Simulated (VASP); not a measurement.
A run of VASP 6.6.1 is set up as follows.

The input INCAR:

```
PREC = Accurate ; ENCUT = 520
EDIFF = 1E-6 ; ISMEAR = -1
SIGMA = 0.02 ; LREAL = Auto
LASPH = T ; NELM = 150
ALGO = Normal ; ISIF = 2
LWAVE = F ; LCHARG = F
ISPIN = 2 ; MAGMOM = 0 0 0 0 0 0 0 0 0 0 0 0 0 0 0 0 0 0 0 0 0 0 0 0 0.7
LORBIT = 11 ; GGA = CA
NBANDS = 86
```

KPOINTS

```
Automatic mesh
0
Gamma
  1 1 1
```

Contents of POSCAR:

```
Si8HO16
1.0
   -4.9860000000     -4.9860000000      0.0000000000
    4.9860000000     -4.9860000000      0.0000000000
    0.0000000000      0.0000000000      6.9770000000
Si O H
8 16 1
Direct
    0.1964600882      0.4990874448     -0.0074960585
   -0.0002005616      0.2074608905      0.2541780135
    0.8030485359      0.5038908945      0.5049304859
    0.0003208985      0.8145407140      0.7516984377
    0.7067589250      0.0071801043      0.0166260570
    0.5086141195      0.7017749699      0.2461946395
    0.2981849178     -0.0014540714      0.5018345994
    0.4933914962      0.2992278379      0.7551956428
    0.3377757722      0.5754211793      0.1601834599
    0.9402827918      0.3509326113      0.4213845492
    0.6687224228      0.4344063377      0.6784864555
    0.0552547132      0.6660048135      0.9260570446
    0.9130164460      0.6881869234      0.5758062204
    0.6752908143      0.5677898115      0.3242797764
    0.0805455275      0.3346369836      0.0926472696
    0.3246590453      0.4274669073      0.8182026659
    0.8140292820      0.0845266747      0.2001719937
    0.4161351785      0.8149117529      0.4244661029
    0.1593361412      0.9435318893      0.6745879318
    0.5789711191      0.1748796631      0.9421097893
    0.4440132371      0.1564279984      0.5806363767
    0.1652226233      0.0608303249      0.3170990397
    0.5874849579      0.8353389491      0.0814533467
    0.8406237465      0.9685619735      0.8275763222
    0.2200060168     -0.0424889691      0.0060627777
```

Potentials or basis: VASP PAW LDA potentials, release 64 (Si, O, H).

Launch:

```sh
$ cat potpaw_LDA.64/Si/POTCAR potpaw_LDA.64/O/POTCAR potpaw_LDA.64/H/POTCAR > POTCAR
$ mpirun -np 1 vasp_gam > vasp.out
```

Problem. Estimate the pressure.

Solution. 1.6 GPa.

Problem. What does it give for the largest force?

Solution. 4.075 eV/Å.

Forces on the atoms (eV/Å):
```
Si   0.317 -1.385  1.423
Si  -0.469  1.298  1.462
Si   1.853  0.538  0.217
Si   1.180  3.398  1.195
Si  -0.124 -2.037 -2.129
Si  -0.030  1.342  0.724
Si  -0.480  0.258 -1.671
Si  -3.762 -1.531  0.332
O    0.006  0.052 -0.545
O   -1.567  0.097  0.539
O   -0.018  1.047  0.351
O    0.379 -0.349 -0.904
O   -0.037 -1.265  0.912
O    0.387  0.173 -0.294
O    0.201 -0.366 -2.126
O    1.257  0.558 -0.115
O   -0.587 -1.146  0.625
O    0.755 -0.606  0.510
O   -0.809 -2.164 -0.640
O    3.203  0.001 -1.883
O    0.422  0.355 -0.083
O   -0.344 -0.580  1.222
O   -0.412  1.809  0.052
O   -1.338  0.603  0.733
H    0.020 -0.101  0.094
```

Caveat: the k points lie up to 0.90 Å⁻¹ apart.
